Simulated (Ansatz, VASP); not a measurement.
# TePb in VASP and in Ansatz

File INCAR:

```
SYSTEM = TePb
PREC = Accurate
ENCUT = 520
EDIFF = 1E-7
ISMEAR = -1
SIGMA = 0.05
LREAL = .False.
LASPH = .True.
NELM = 80
ALGO = Normal
ISIF = 2
LWAVE = .False.
LCHARG = .False.
GGA = CA
NBANDS = 17
```

Contents of KPOINTS:

```
Automatic mesh
0
Gamma
  7 7 7
  0 0 0
```

Contents of POSCAR:

```
TePb
1.0
    0.0000000000      3.1873324849      3.1873324849
    3.1873324849      0.0000000000      3.1873324849
    3.1873324849      3.1873324849      0.0000000000
Pb Te
1 1
Direct
    0.0000000000      0.0000000000      0.0000000000
    0.5000000000      0.5000000000      0.5000000000
```

Contents of input.yaml:

```yaml
crystal:
  lattice:
    - [0.0, 3.1873324849, 3.1873324849]
    - [3.1873324849, 0.0, 3.1873324849]
    - [3.1873324849, 3.1873324849, 0.0]
  atoms:
    - { symbol: Pb, position: [0.0, 0.0, 0.0] }
    - { symbol: Te, position: [0.5, 0.5, 0.5] }
hamiltonian:
  xc: lda
  pseudopotentials: { kind: paw }
kpoints:
  mp_grid: { grid: [7, 7, 7] }
scf:
  occupations: { method: fermi_dirac, width: 0.05 }
output:
  forces: true
  stress: true
  eigenvalues: true
  write_density: true
  write_potential: true
  elf: true
  volumetric_format: npy
```

Alike in both runs: task single point; functional LDA; k mesh 7 × 7 × 7; occupations fermi-dirac, width 0.05 eV; no spin polarisation.

|  | VASP | Ansatz |
| --- | --- | --- |
| version | VASP 6.6.1 | Ansatz 0.2.0 |
| potentials or method | VASP PAW LDA potentials, release 64 (Pb_d, Te) | Ansatz PAW |
| plane-wave cutoff (eV) | 520 | 420 |
| valence electrons in the cell | 20 | 30 |

|  | VASP | Ansatz | Ansatz less VASP |
| --- | --- | --- | --- |
| pressure (GPa) | 0.2 | 0.1 | -0.08 |

LDA's correlation is that of Perdew and Zunger in VASP and of Perdew and Wang (1992) in Ansatz. VASP's potentials hold 20 valence electrons a cell and Ansatz's 30, so a difference there can come from the potentials and not from the codes.

Spin-orbit coupling is off throughout.
